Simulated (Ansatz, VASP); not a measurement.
# One calculation of Ge, two programs

The input INCAR:

```
PREC = Accurate
ENCUT = 600
EDIFF = 1E-6
ISMEAR = -1
SIGMA = 0.05
LREAL = False
LASPH = True
NELM = 100
ALGO = Normal
ISIF = 3
LWAVE = False
LCHARG = False
GGA = B5
ALDAX = 1.0
AGGAX = 1.0
AGGAC = 1.0
ALDAC = 0.0
IVDW = 12
VDW_S6 = 1.0
VDW_S8 = 2.6996
VDW_A1 = 0.4298
VDW_A2 = 4.2359
IBRION = 2
NSW = 60
EDIFFG = -0.01
```

KPOINTS

```
Automatic mesh
0
Gamma
  11 11 11
```

POSCAR

```
Ge
1.0
   -2.5744897190      2.5744897190      1.3974126432
    2.5744897190     -2.5744897190      1.3974126432
    2.5744897190      2.5744897190     -1.3974126432
Ge
2
Direct
    0.5000000000      0.5000000000      0.0000000000
    0.2500000000      0.7500000000      0.5000000000
```

input.yaml

```yaml
crystal:
  lattice:
    - [-2.574489719, 2.574489719, 1.3974126432]
    - [2.574489719, -2.574489719, 1.3974126432]
    - [2.574489719, 2.574489719, -1.3974126432]
  atoms:
    - { symbol: Ge, position: [0.5, 0.5, 0.0] }
    - { symbol: Ge, position: [0.25, 0.75, 0.5] }
hamiltonian:
  xc: blyp
  pseudopotentials: { kind: paw }
  dispersion: d3bj
kpoints:
  mp_grid: { grid: [11, 11, 11] }
scf:
  occupations: { method: fermi_dirac, width: 0.05 }
output:
  forces: true
  stress: true
relax:
  f_tol: 0.01
  max_steps: 40
  cell: { stress_tol: 0.05 }
```

Alike in both runs: task relaxation of cell and atoms; functional BLYP; dispersion D3(BJ); k mesh 11 × 11 × 11; occupations fermi-dirac, width 0.05 eV; no spin polarisation.

|  | VASP | Ansatz |
| --- | --- | --- |
| version | VASP 6.6.1 | Ansatz 0.2.0 |
| potentials or method | VASP PAW PBE potentials, release 64 (Ge_d) | Ansatz PAW |
| plane-wave cutoff (eV) | 600 | 420 |
| valence electrons in the cell | 28 | 28 |

VASP gave:

```
relaxed volume (Å³/atom)                                     : 19.23
relaxed cell length with the largest relative difference (Å) : 3.950
```

Q: What did Ansatz give for the same quantities?

A: Relaxed volume (Å³/atom): 19.19; relaxed cell length with the largest relative difference (Å): 3.948.

VASP's potentials were made for PBE, not for BLYP.

Noted on Ansatz's run: the plane-wave basis is chosen anew once the cell has moved, so the energies of steps on either side of that aren't comparable.
